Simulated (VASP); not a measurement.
# Li5Be in VASP: notebook, part 2 of 2

VASP 6.6.1.

## 3. Single point, PBE

Input file INCAR:

```
PREC = Accurate
ENCUT = 520
EDIFF = 1E-6
ISMEAR = -1
SIGMA = 0.08
LREAL = F
LASPH = T
NELM = 80
ALGO = Normal
ISIF = 2
LWAVE = F
LCHARG = F
LDIPOL = T
IDIPOL = 3
DIPOL = 0.5 0.5 0.500
GGA = PE
NBANDS = 18
```

Input file KPOINTS:

```
Automatic mesh
0
Gamma
  9 9 1
```

Input file POSCAR:

```
Li5Be
1.0
    4.8518899234      0.0000000000      0.0000000000
   -2.4259449617      4.2018599300      0.0000000000
    0.0000000000      0.0000000000     24.9519000000
Be Li
1 5
Direct
    0.1666666667      0.3333333333      0.4021053712
    0.5000000000      1.0000000000      0.4444409468
    0.8333333333      0.6666666667      0.4786493434
    0.1666666667      0.3333333333      0.5213506650
    0.5000000000      1.0000000000      0.5555590567
    0.8333333333      0.6666666667      0.5978946165
```

Potentials or basis: VASP PAW PBE potentials, release 64 (Be, Li_sv).

Run with:

```sh
> cat potpaw_PBE.64/Be/POTCAR potpaw_PBE.64/Li_sv/POTCAR > POTCAR
> mpirun -np 1 vasp_std > vasp.out
```

Wall time 5.7 min (1 thread of Intel Xeon 8259CL, shared host); peak memory 0.59 GiB.

The run converged. Its results:

| Item | Value |
| --- | --- |
| Free energy | -9.6527 eV |
| Largest force | 0.930 eV/Å |
| Band gap on the k mesh | zero (an odd number of electrons rules out a gap without spin polarisation) |

Forces in eV/Å, atoms in the order of the input:
```
Be   0.000  0.000  0.930
Li   0.000  0.000 -0.495
Li   0.000  0.000 -0.266
Li   0.000  0.000 -0.206
Li   0.000  0.000  0.040
Li   0.000  0.000 -0.003
```

Levels at points of the mesh, in eV from the Fermi level:
```
           k point  band 4  band 5  band 6  band 7  band 8  band 9  band 10  band 11  band 12  band 13
(0.00, 0.00, 0.00)  -46.67  -46.56   -3.78   -2.39   -0.57    1.07     1.90     1.90     2.65     2.77
```

Caveat: the cutoff is under 1.25 times the usual one of these potentials, so pressure, stress and relaxed cells hold a basis-set (Pulay) error.

## 4. Single point, PBE

Input file INCAR:

```
SYSTEM = Li5Be
PREC = Accurate
ENCUT = 520
EDIFF = 1E-6
ISMEAR = -1
SIGMA = 0.08
LREAL = .FALSE.
LASPH = .TRUE.
NELM = 100
ALGO = Normal
ISIF = 2
LWAVE = .FALSE.
LCHARG = .TRUE.
LDIPOL = .TRUE.
IDIPOL = 3
DIPOL = 0.5 0.5 0.500
GGA = PE
LELF = .TRUE.
LVHAR = .TRUE.
LVACPOTAV = .TRUE.
NBANDS = 18
```

Input file KPOINTS:

```
regular mesh
0
G
  9 9 1
  0 0 0
```

Input file POSCAR:

```
Li5Be
1.0
    4.8518899234      0.0000000000      0.0000000000
   -2.4259449617      4.2018599300      0.0000000000
    0.0000000000      0.0000000000     24.9519000000
Li Be
5 1
Direct
    0.1666666667      0.3333333333      0.4021053712
    0.5000000000      1.0000000000      0.4444409468
    0.1666666667      0.3333333333      0.5213506650
    0.5000000000      1.0000000000      0.5555590567
    0.8333333333      0.6666666667      0.5978946165
    0.8333333333      0.6666666667      0.4786493434
```

Potentials or basis: VASP PAW PBE potentials, release 64 (Li_sv, Be).

Run with:

```sh
> cat potpaw_PBE.64/Li_sv/POTCAR potpaw_PBE.64/Be/POTCAR > POTCAR
> mpirun -np 1 vasp_std > vasp.out
```

Run time: 4.6 min. Hardware: 1 thread of Intel Xeon 8259CL, shared host; peak memory 0.59 GiB.

Results (log left out):

| Item | Value |
| --- | --- |
| Free energy | -10.5524 eV |
| Largest force | 0.314 eV/Å |
| Band gap on the k mesh | zero (an odd number of electrons rules out a gap without spin polarisation) |

Forces in eV/Å, atoms in the order of the input:
```
Li   0.000  0.000  0.314
Li   0.000  0.000  0.252
Li   0.000  0.000 -0.277
Li   0.000  0.000 -0.281
Li   0.000  0.000 -0.251
Be   0.000  0.000  0.243
```

Levels at points of the mesh, in eV from the Fermi level:
| k point | band 5 | band 6 | band 7 | band 8 | band 9 | band 10 | band 11 | band 12 |
| --- | --- | --- | --- | --- | --- | --- | --- | --- |
| (0.00, 0.00, 0.00) | -46.41 | -4.05 | -1.94 | -0.48 | 1.07 | 1.75 | 1.75 | 2.43 |

Caveat: the cutoff is under 1.25 times the usual one of these potentials, so pressure, stress and relaxed cells hold a basis-set (Pulay) error.

## 5. Single point, PBE

Input file INCAR:

```
PREC     = Accurate       # precision mode
ENCUT    = 520            # plane-wave cutoff, eV
EDIFF    = 1E-7           # SCF threshold, eV
ISMEAR   = -1             # smearing method
SIGMA    = 0.08           # smearing width, eV
LREAL    = F              # projectors in reciprocal space
LASPH    = T              # aspherical terms in the spheres
NELM     = 60             # most SCF steps
ALGO     = Normal         # electronic algorithm
ISIF     = 2              # what is computed and relaxed
LWAVE    = F              # write WAVECAR
LCHARG   = F              # write CHGCAR
LDIPOL   = T            
IDIPOL   = 3            
DIPOL    = 0.5 0.5 0.500
GGA      = PE             # functional
NBANDS   = 18             # bands
```

Input file KPOINTS:

```
Automatic mesh
0
Gamma
  9 9 1
```

POSCAR is that of step 4.

Potentials or basis: VASP PAW PBE potentials, release 64 (Li_sv, Be).

Run with:

```sh
> cat potpaw_PBE.64/Li_sv/POTCAR potpaw_PBE.64/Be/POTCAR > POTCAR
> mpirun -np 1 vasp_std > vasp.out
```

OUTCAR:

```text
PREC = Accurate
   ENCUT = 520
   EDIFF = 1E-7
   ISMEAR = -1
   LREAL = F
   LASPH = T
   NELM = 60
   ISIF = 2
   GGA = PE

 ion  position               nearest neighbor table
   1  0.167  0.333  0.402-
   2  0.500  0.000  0.444-
   3  0.167  0.333  0.521-
   4  0.500  0.000  0.556-
   5  0.833  0.667  0.598-
   6  0.833  0.667  0.479-

  LATTYP: Found a hexagonal cell.
[... 449 lines left out ...]
  -------------------------------------------------------------------------------------
  Total       -3.3301076     -3.3301076     -2.4672519      0.0000000      0.0000000      0.0000000
  in kB      -10.4884840    -10.4884840     -7.7708395      0.0000000      0.0000000      0.0000000
  external PRESSURE =      -9.5826025 kB  Pullay stress =       0.0000000 kB

 VOLUME and BASIS-vectors are now :
 -----------------------------------------------------------------------------
  energy-cutoff  :      520.00
  volume of cell :      508.69
      direct lattice vectors                 reciprocal lattice vectors
     4.851889923  0.000000000  0.000000000     0.206105253  0.118994923  0.000000000
    -2.425944962  4.201859930  0.000000000     0.000000000  0.237989847  0.000000000
     0.000000000  0.000000000 24.951900000     0.000000000  0.000000000  0.040077108

 POSITION                                       TOTAL-FORCE (eV/Angst)
 -----------------------------------------------------------------------------------
      0.00000      1.40062     10.03329         0.000000      0.000000      0.313916
      2.42594      0.00000     11.08965         0.000000     -0.000000      0.252267
      0.00000      1.40062     13.00869         0.000000     -0.000000     -0.277084
      2.42594      0.00000     13.86225        -0.000000      0.000000     -0.281313
      2.42594      2.80124     14.91861        -0.000000      0.000000     -0.250758
      2.42594      2.80124     11.94321        -0.000000     -0.000000      0.242971
 -----------------------------------------------------------------------------------
    total drift:                                0.000000      0.000001     -0.000497

  FREE ENERGIE OF THE ION-ELECTRON SYSTEM (eV)
  ---------------------------------------------------
  free  energy   TOTEN  =       -10.5524329925 eV

  energy  without entropy=      -10.4782144936  energy(sigma->0) =      -10.51532374

 vacuum level on the upper side and lower side of the slab         0.998         0.812
```

Run time: 5.6 min. Hardware: 1 thread of Intel Xeon 8259CL, shared host; peak memory 0.59 GiB.

What came out:

* Free energy: -10.5524 eV
* Largest force: 0.314 eV/Å
* Band gap on the k mesh: zero (an odd number of electrons rules out a gap without spin polarisation)

Forces in eV/Å, atoms in the order of the input:
```
Li   0.000  0.000  0.314
Li   0.000  0.000  0.252
Li   0.000  0.000 -0.277
Li   0.000  0.000 -0.281
Li   0.000  0.000 -0.251
Be   0.000  0.000  0.243
```

Caveat: the cutoff is under 1.25 times the usual one of these potentials, so pressure, stress and relaxed cells hold a basis-set (Pulay) error.
